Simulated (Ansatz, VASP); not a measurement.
**One calculation of Ti, two programs**

INCAR

```
SYSTEM = Ti
  ALGO = Normal
  EDIFF = 1E-7
  ENCUT = 520
  ISIF = 2
  ISMEAR = -1
  LASPH = .True.
  LCHARG = .False.
  LREAL = .False.
  LWAVE = .False.
  NBANDS = 12
  NELM = 80
  PREC = Accurate
  SIGMA = 0.05
```

File KPOINTS:

```
k-points
0
Gamma
  15 15 15
  0 0 0
```

POSCAR

```
Ti
1.0
    0.0000000000      2.0706000000      2.0300000000
    2.0706000000      0.0000000000      2.0300000000
    2.0706000000      2.0706000000      0.0000000000
Ti
1
Direct
    0.0000000000      0.0000000000      0.0000000000
```

Input for Ansatz:

```yaml
crystal:
  lattice:
    - [0.0, 2.0706, 2.03]
    - [2.0706, 0.0, 2.03]
    - [2.0706, 2.0706, 0.0]
  atoms:
    - { symbol: Ti, position: [0.0, 0.0, 0.0] }
kpoints:
  mp_grid: { grid: [15, 15, 15] }
  band_path:
    path:
      - [0.0, 0.0, 0.0]
      - [0.0, 0.5, 0.5]
      - [0.25, 0.75, 0.5]
      - [0.0, 0.5, 0.0]
      - [0.0, 0.0, 0.0]
      - [0.5, 0.5, 0.0]
      - [0.38005, 0.61995, 0.0]
      - [-0.38005, 0.38005, 0.0]
      - [0.0, 0.0, 0.0]
    npoints: 5
scf:
  occupations: { method: fermi_dirac, width: 0.05 }
hamiltonian:
  xc: lda
  pseudopotentials: { kind: all_electron, lapw: { basis_error: 0.00025 } }
output:
  forces: true
  stress: true
  eigenvalues: true
```

Change from the starting cell: equal xx and yy strain of +2 %.

Alike in both runs: task single point; functional LDA; k mesh 15 × 15 × 15; occupations fermi-dirac, width 0.05 eV; no spin polarisation.

|  | VASP | Ansatz |
| --- | --- | --- |
| version | VASP 6.6.1 | Ansatz 0.2.0 |
| potentials or method | VASP PAW LDA potentials, release 64 (Ti_sv), cutoff 520 eV | all-electron LAPW, scalar-relativistic |

|  | VASP | Ansatz | Ansatz less VASP |
| --- | --- | --- | --- |
| pressure (GPa) | -8.8 | -8.7 | +0.09 |
| traceless stress, the component that is largest in VASP (GPa) | 0.52 | 0.52 | +0.002 |

LDA's correlation is that of Perdew and Zunger in VASP and of Perdew and Wang (1992) in Ansatz. Ansatz ran all-electron here, and VASP with PAW potentials.
